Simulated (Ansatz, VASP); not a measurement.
## LiC2 in VASP and in Ansatz

Contents of INCAR:

```
PREC = Accurate ; ENCUT = 600
EDIFF = 1E-7 ; ISMEAR = 0
SIGMA = 0.1 ; LREAL = F
LASPH = T ; NELM = 80
ALGO = Normal ; ISIF = 3
LWAVE = F ; LCHARG = F
GGA = PE ; IBRION = 2
NSW = 90 ; EDIFFG = -0.04
```

The input KPOINTS:

```
regular mesh
0
Gamma
  6 6 4
```

File POSCAR:

```
LiC2
1.0
    2.6799703300      0.0000000000      0.0000000000
   -1.3399851600      2.3209223800      0.0000000000
    0.0000000000      0.0000000000      4.2246580700
Li C
1 2
Direct
    0.0000000000      0.0000000000      0.0000000000
    0.6666666700      0.3333333300      0.7249647000
    0.6666666700      0.3333333300      0.2750353000
```

Input for Ansatz:

```yaml
crystal:
  lattice:
    - [2.67997033, 0.0, 0.0]
    - [-1.33998516, 2.32092238, 0.0]
    - [0.0, 0.0, 4.22465807]
  atoms:
    - { symbol: Li, position: [0.0, 0.0, 0.0] }
    - { symbol: C, position: [0.66666667, 0.33333333, 0.7249647] }
    - { symbol: C, position: [0.66666667, 0.33333333, 0.2750353] }
basis:
  ecutwfc: 420
kpoints:
  mp_grid: { grid: [6, 6, 4] }
hamiltonian:
  xc: pbe
scf:
  occupations: { method: gaussian, width: 0.1 }
  lower_state_search: "off"
output:
  forces: true
  stress: true
  eigenvalues: true
relax:
  adjacent_minimum: "off"
  f_tol: 0.04
  max_steps: 70
  cell: { stress_tol: 0.4 }
```

Alike in both runs: task relaxation of cell and atoms; functional PBE; k mesh 6 × 6 × 4; occupations gaussian, width 0.1 eV; no spin polarisation.

```csv
,VASP,Ansatz
version,VASP 6.6.1,Ansatz 0.2.0
potentials or method,"VASP PAW PBE potentials, release 64 (Li_sv, C), cutoff 600 eV","scalar-relativistic, plane waves, PAW"
valence electrons in the cell,11,11
```

```tsv
	VASP	Ansatz	Ansatz less VASP
gap on the k mesh at the Fermi level, each at its own relaxed structure (eV)	none	none	-
relaxed volume (Å³/atom)	11.77	11.99	+0.216
relaxed cell length with the largest relative difference (Å)	3.104	3.126	+0.0225
```

A gap of «none» marks a metal or a gap that the smearing closes.

The k mesh is coarse, so the values compare programs but aren't converged. Noted on VASP's run: the cutoff is short for stress, so the pressure is rough; the volume moved by over 15 % at a fixed basis, so the end points are rough.
